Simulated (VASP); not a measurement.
A run of VASP 6.6.1:

File POSCAR:

```
CaMg3
1.0
    4.7539474300      0.0000000000      0.0000000000
    0.0000000000      4.7539474300      0.0000000000
    0.0000000000      0.0000000000      4.7539474300
Ca Mg
1 3
Direct
    0.0000000000      0.0000000000      0.0000000000
    0.5000000000      0.5000000000      0.0000000000
    0.5000000000      0.0000000000      0.5000000000
    0.0000000000      0.5000000000      0.5000000000
```

INCAR.step1

```
SYSTEM = CaMg3
  ALGO = Normal
  EDIFF = 1E-4
  ENCUT = 520
  GGA = PE
  ISMEAR = 0
  LASPH = .True.
  LCHARG = .False.
  LREAL = .False.
  LWAVE = .True.
  NBANDS = 16
  NELM = 80
  PREC = Accurate
  SIGMA = 0.1
```

INCAR.step2

```
SYSTEM = CaMg3
  ALGO = Normal
  EDIFF = 1E-6
  ENCUT = 520
  ISIF = 2
  ISMEAR = 0
  ISTART = 1
  LASPH = .True.
  LCHARG = .False.
  LMIXTAU = .True.
  LREAL = .False.
  LWAVE = .False.
  METAGGA = R2SCAN
  NBANDS = 16
  NELM = 80
  PREC = Accurate
  SIGMA = 0.1
```

Contents of KPOINTS:

```
k-points
0
Gamma
  6 6 6
  0 0 0
```

Potentials or basis: VASP PAW PBE potentials, release 64 (Ca_sv, Mg).

The run is started by

```bash
$ cat potpaw_PBE.64/Ca_sv/POTCAR potpaw_PBE.64/Mg/POTCAR > POTCAR
$ cp INCAR.step1 INCAR
$ mpirun -np 1 vasp_std > vasp.out
$ cp INCAR.step2 INCAR
$ mpirun -np 1 vasp_std > vasp.out
```

Hardware: 1 thread of Intel Xeon 8259CL (shared host).

Question: How long does it take, and how much memory?

Answer: Wall time 110 s on 1 thread of Intel Xeon 8259CL, on a shared host, peak memory 0.23 GiB. Counts: k points 20.
